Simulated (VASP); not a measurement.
Input of a VASP 6.6.1 run:

The input INCAR:

```
SYSTEM = CoO
PREC = Accurate
ENCUT = 520
EDIFF = 1E-7
ISMEAR = -1
SIGMA = 0.05
LREAL = .FALSE.
LASPH = .TRUE.
NELM = 150
ALGO = Normal
ISIF = 2
LWAVE = .FALSE.
LCHARG = .TRUE.
ISPIN = 2
MAGMOM = 0.5 0
LORBIT = 11
NUPDOWN = 0.5
LMAXMIX = 4
GGA = PS
LELF = .TRUE.
LVHAR = .TRUE.
NBANDS = 18
```

File KPOINTS:

```
Automatic mesh
0
G
  10 10 10
  0 0 0
```

Contents of POSCAR:

```
CoO
1.0
   -1.5080000000      1.5080000000      2.1072475377
    1.5080000000     -1.5080000000      2.1072475377
    1.5080000000      1.5080000000     -2.1072475377
Co O
1 1
Direct
    0.0000000000      0.0000000000      0.0000000000
    0.5000000000      0.5000000000      0.0000000000
```

Potentials or basis: VASP PAW PBE potentials, release 64 (Co, O).

Command:

```sh
$ cat potpaw_PBE.64/Co/POTCAR potpaw_PBE.64/O/POTCAR > POTCAR
$ mpirun -np 1 vasp_std > vasp.out
```

Problem. Estimate the pressure.

Solution. -26.6 GPa.

Stress tensor (GPa, compression positive):
```
-26.73   0.00   0.00
  0.00 -26.73   0.00
  0.00   0.00 -26.32
```

Caveat: the cell stands under tension; the PAW data sets were made with another functional, which shifts forces and pressure a little; the total moment is fixed, so each spin has its own Fermi level; a cell with one magnetic atom can't hold antiferromagnetic order, which such compounds often take.
